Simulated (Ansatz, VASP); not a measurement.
**One calculation of Ge16H, two programs**

```xyz
17
Lattice="0.0000 5.6600 5.6600 5.6600 0.0000 5.6600 5.6600 5.6600 0.0000" Properties=species:S:1:pos:R:3 pbc="T T T"
Ge    0.0749    0.0798    0.0761
Ge    1.5084    1.4860    1.4879
Ge    2.7626    2.9451   -0.0599
Ge    4.2096    4.3564    1.3824
Ge    2.7589   -0.0667    2.9432
Ge    4.2045    1.3776    4.3498
Ge    5.2386    2.4109    2.4095
Ge    6.8678    4.0425    4.0478
Ge    0.0531    2.8879    2.8904
Ge    1.4741    4.3066    4.3053
Ge    2.9101    5.7409    2.9121
Ge    4.3143    7.1474    4.3511
Ge    2.9093    2.9096    5.7364
Ge    4.3129    4.3452    7.1479
Ge    5.7747    5.5985    5.6016
Ge    7.1872    7.0454    7.0452
H     4.2957    7.1250    7.1191
```

Alike in both runs: functional PBE; k mesh 2 × 2 × 2; occupations fermi-dirac, width 0.05 eV; no spin polarisation.

Ansatz relaxed the structure, and its values are those at the end. VASP's run is a single point on that final structure, the one shown.

```csv
,VASP,Ansatz
version,VASP 6.6.1,Ansatz 0.2.0
potentials or method,"VASP PAW PBE potentials, release 64 (Ge_d, H), cutoff 520 eV","scalar-relativistic, plane waves, PAW"
valence electrons in the cell,225,225
```

```csv
,VASP,Ansatz,Ansatz less VASP
rms of the force components (eV/Å),0.031,0.032,+0.0007
```

The k mesh is coarse, so the values compare programs but aren't converged.
